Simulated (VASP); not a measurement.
LuSb, 2 atoms in the cell. Symmetry: Fm-3m, No. 225, cubic system. The conventional cell has a = 6.159 Å, b = 6.159 Å, c = 6.159 Å, α = 90.00°, β = 90.00°, γ = 90.00°. Lu (site symmetry m-3m) has 6 Sb at 3.08 Å within 4.1 Å. Sb (site symmetry m-3m) has 6 Lu at 3.08 Å within 4.1 Å. 

* Program: VASP 6.6.1
* Task: single point
* Functional: PBEsol
* Potentials or basis: VASP PAW PBE potentials, release 64 (Lu, Sb)
* Cutoff: 520 eV
* k mesh: 8 × 8 × 8
* Occupations: fermi-dirac, width 0.1 eV
* Spin: no spin polarisation
* Dipole correction: no
* Further INCAR settings: ALGO = Normal; EDIFF = 1e-06; NBANDS = 22

Potentials or basis: VASP PAW PBE potentials, release 64 (Lu, Sb).

Launch:

```console
$ cat potpaw_PBE.64/Lu/POTCAR potpaw_PBE.64/Sb/POTCAR > POTCAR
$ mpirun -np 1 vasp_std > vasp.out
```

Hardware: 1 thread of Intel(R) Xeon(R) 6975P-C (Granite Rapids), on a shared host.

Estimate the wall time of this run.

It took 16 s on 1 thread of Intel(R) Xeon(R) 6975P-C (Granite Rapids), with other jobs on the host, peak memory 0.2 GiB. Counts: scf iterations 12, k points 29.
